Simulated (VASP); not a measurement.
Here is a VASP 6.6.1 calculation.

Contents of INCAR:

```
SYSTEM = SrPrI
  PREC = Accurate
  ENCUT = 500
  EDIFF = 1E-7
  ISMEAR = 0
  SIGMA = 0.1
  LREAL = .FALSE.
  LASPH = .TRUE.
  NELM = 200
  ALGO = Normal
  ISIF = 3
  LWAVE = .FALSE.
  LCHARG = .FALSE.
  GGA = PE
  IBRION = 2
  NSW = 100
  EDIFFG = -0.01
  GGA_COMPAT = .FALSE.
  NELMIN = 4
  LMAXMIX = 6
```

The input KPOINTS:

```
Automatic mesh
0
G
  10 10 8
  0 0 0
```

POSCAR

```
SrPrI
1.0
    5.2442052380      0.0000000000      0.0000000000
    0.0000000000      5.2442052380      0.0000000000
    0.0000000000      0.0000000000      6.2246545121
Sr Pr I
1 1 1
Direct
    0.5000000000      0.5000000000      0.5000000000
    0.0000000000      0.0000000000      0.5000000000
    0.0000000000      0.0000000000      0.0000000000
```

Potentials or basis: VASP PAW PBE potentials, release 64 (Sr_sv, Pr_3, I), 4f in core.

The run is started by

```console
$ cat potpaw_PBE.64/Sr_sv/POTCAR potpaw_PBE.64/Pr_3/POTCAR potpaw_PBE.64/I/POTCAR > POTCAR
$ mpirun -np 1 vasp_std > vasp.out
```

(1) What does it give for the relaxed cell?

(2) Estimate the band gap on the k mesh.

(3) What does it give for the relaxed volume?

## Answers

(1) a = 5.196 Å, b = 5.196 Å, c = 6.215 Å, α = 90.00°, β = 90.00°, γ = 90.00°.

(2) zero (bands 14 and 15 overlap by 0.45 eV).

(3) 55.94 Å³/atom.

Caveat: spin-orbit coupling is left out, which moves the levels of the heavy elements; the 4f electrons are frozen in the core, so they carry no moment and show no levels; the run has no spin polarisation, though such a crystal can be magnetic.
